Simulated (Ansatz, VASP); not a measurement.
**CaO in VASP and in Ansatz**

```
Ca O
1.0
     2.91019    0.00000    0.00000
     0.00000    2.91019    0.00000
     0.00000    0.00000    2.91019
Ca O
1 1
Cartesian
  0.0000 0.0000 0.0000
  1.4551 1.4551 1.4551
```

Alike in both runs: task single point; functional r2SCAN; k mesh 8 × 8 × 8; occupations gaussian, width 0.05 eV; no spin polarisation.

|  | VASP | Ansatz |
| --- | --- | --- |
| version | VASP 6.6.1 | Ansatz 0.2.0 |
| potentials or method | VASP PAW PBE potentials, release 64 (Ca_sv, O), cutoff 520 eV | scalar-relativistic, plane waves, PAW |
| valence electrons in the cell | 16 | 16 |

```csv
,VASP,Ansatz,Ansatz less VASP
gap on the k mesh at the Fermi level (eV),3.28,3.28,-0.002
least direct gap on the mesh (eV),3.58,3.58,+0.001
pressure (GPa),0.1,-0.9,-1.04
```

VASP's potentials were made for PBE, not for r2SCAN.
